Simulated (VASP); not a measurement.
Here is a VASP 6.6.1 calculation.

File INCAR:

```
SYSTEM = Si
ALGO     = Normal         ! electronic algorithm
EDIFF    = 1E-7           ! SCF threshold, eV
ENCUT    = 520            ! plane-wave cutoff, eV
GGA      = CA             ! functional
ISIF     = 2              ! what is computed and relaxed
ISMEAR   = 0              ! smearing method
LASPH    = .True.         ! aspherical terms in the spheres
LCHARG   = .False.        ! write CHGCAR
LREAL    = .False.        ! projectors in reciprocal space
LWAVE    = .False.        ! write WAVECAR
NBANDS   = 16             ! bands
NELM     = 60             ! most SCF steps
PREC     = Accurate       ! precision mode
SIGMA    = 0.03           ! smearing width, eV
```

Contents of KPOINTS:

```
k-points
0
Gamma
  10 10 10
  0 0 0
```

The input POSCAR:

```
Si
1.0
   -3.6995567726      2.9513318074      1.9223856600
    3.6995567726     -2.9513318074      1.9223856600
    3.6995567726      2.9513318074     -1.9223856600
Si
4
Direct
    0.1788010600      0.1788010600      0.3576021200
    0.8211989400      0.8211989400      0.6423978800
    0.1788010600      0.8211989400      0.0000000000
    0.8211989400      0.1788010600      0.0000000000
```

Potentials or basis: VASP PAW LDA potentials, release 64 (Si).

Launch:

```bash
$ cat potpaw_LDA.64/Si/POTCAR > POTCAR
$ mpirun -np 1 vasp_std > vasp.out
```

Task: Estimate the band gap on the k mesh.

Result: Zero (band 8 reaches 5.81 eV, above the bottom of band 9 at 4.75 eV).

Task: Estimate the pressure.

Result: 4.3 GPa.

Task: Estimate the largest force.

Result: 3.220 eV/Å.

Stress tensor (GPa, compression positive):
```
-14.01   0.00   0.00
  0.00  29.77   0.00
  0.00   0.00  -2.99
```

Caveat: the cell differs from its parent crystal (strain +0.1125 x Voigt [1, -1, 0, 0, 0, 0]); forces of over 1 eV/Å act on the atoms, so gaps and moduli don't describe the material at rest.
